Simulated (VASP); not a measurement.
Here is a VASP 6.6.1 calculation.

Contents of INCAR:

```
PREC = Accurate
ENCUT = 520
EDIFF = 1E-7
ISMEAR = 1
SIGMA = 0.1
LREAL = F
LASPH = T
NELM = 100
ALGO = Normal
ISIF = 2
LWAVE = F
LCHARG = T
GGA = PE
IVDW = 12
LELF = T
LVHAR = T
NBANDS = 22
```

The input KPOINTS:

```
Automatic mesh
0
Gamma
  4 4 4
```

Contents of POSCAR:

```
GaSb3
1.0
    5.2758580000      0.0000000000      0.0000000000
    2.6379290000      4.5690270548      0.0000000000
    2.6379290000      1.5230090183      4.3077200185
Ga Sb
1 3
Direct
    0.0000000000      0.0000000000      0.0000000000
    0.2500000000      0.2500000000      0.2500000000
    0.7500000000      0.7500000000      0.7500000000
    0.5000000000      0.5000000000      0.5000000000
```

Potentials or basis: VASP PAW PBE potentials, release 64 (Ga_d, Sb).

Launch:

```console
$ cat potpaw_PBE.64/Ga_d/POTCAR potpaw_PBE.64/Sb/POTCAR > POTCAR
$ mpirun -np 1 vasp_std > vasp.out
```

Predict the band gap on the k mesh.

zero (band 14 reaches 8.85 eV, above the bottom of band 15 at 5.06 eV).

Estimate the pressure.

-5.3 GPa.

Caveat: the k points lie up to 0.36 Å⁻¹ apart; spin-orbit coupling is left out, which moves the levels of the heavy elements; pairwise dispersion overbinds metals, which lowers pressure and volume.
